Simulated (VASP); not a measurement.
A run of VASP 6.6.1 is set up as follows.

The input POSCAR:

```
In2PN
1.0
    3.9185614277      0.0000000000      0.0000000000
    0.0000000000      3.9185614277      0.0000000000
    0.0000000000      0.0000000000      5.5063259570
N In P
1 2 1
Direct
    0.0000000000      0.0000000000      0.0000000000
    0.0000000000      0.5000000000      0.7911294377
    0.5000000000      0.0000000000      0.2088705623
    0.5000000000      0.5000000000      0.5000000000
```

Contents of INCAR.step1:

```
PREC = Accurate
ENCUT = 520
ISMEAR = -1
SIGMA = 0.02
LREAL = False
LASPH = True
NELM = 100
NBANDS = 26
GGA = PE
ALGO = Normal
EDIFF = 1E-4
LWAVE = True
LCHARG = False
```

INCAR.step2

```
PREC = Accurate
ENCUT = 520
EDIFF = 1E-7
ISMEAR = -1
SIGMA = 0.02
LREAL = False
LASPH = True
NELM = 100
ALGO = Normal
ISIF = 2
LWAVE = False
LCHARG = True
METAGGA = R2SCAN
LMIXTAU = True
LELF = True
LVHAR = True
NBANDS = 26
ISTART = 1
```

Contents of KPOINTS:

```
regular mesh
0
Gamma
  6 6 6
```

Potentials or basis: VASP PAW PBE potentials, release 64 (N, In_d, P).

Command:

```bash
$ cat potpaw_PBE.64/N/POTCAR potpaw_PBE.64/In_d/POTCAR potpaw_PBE.64/P/POTCAR > POTCAR
$ cp INCAR.step1 INCAR
$ mpirun -np 1 vasp_std > vasp.out
$ cp INCAR.step2 INCAR
$ mpirun -np 1 vasp_std > vasp.out
```

Question: Estimate the pressure.

Answer: -3.7 GPa.

Question: Predict the largest force.

Answer: 0.058 eV/Å.

Question: Estimate the band gap on the k mesh.

Answer: Zero (filled and empty bands touch).

Forces on the atoms (eV/Å):
```
N    0.000  0.000  0.000
In   0.000  0.000 -0.058
In   0.000  0.000  0.058
P    0.000  0.000  0.000
```

Caveat: the cell differs from its parent crystal (strain +1.5%); the cell stands under tension; semilocal functionals underestimate gaps, and a narrow one can read as zero; the PAW data sets were made with another functional, which shifts forces and pressure a little; spin-orbit coupling is left out, which moves the levels of the heavy elements.
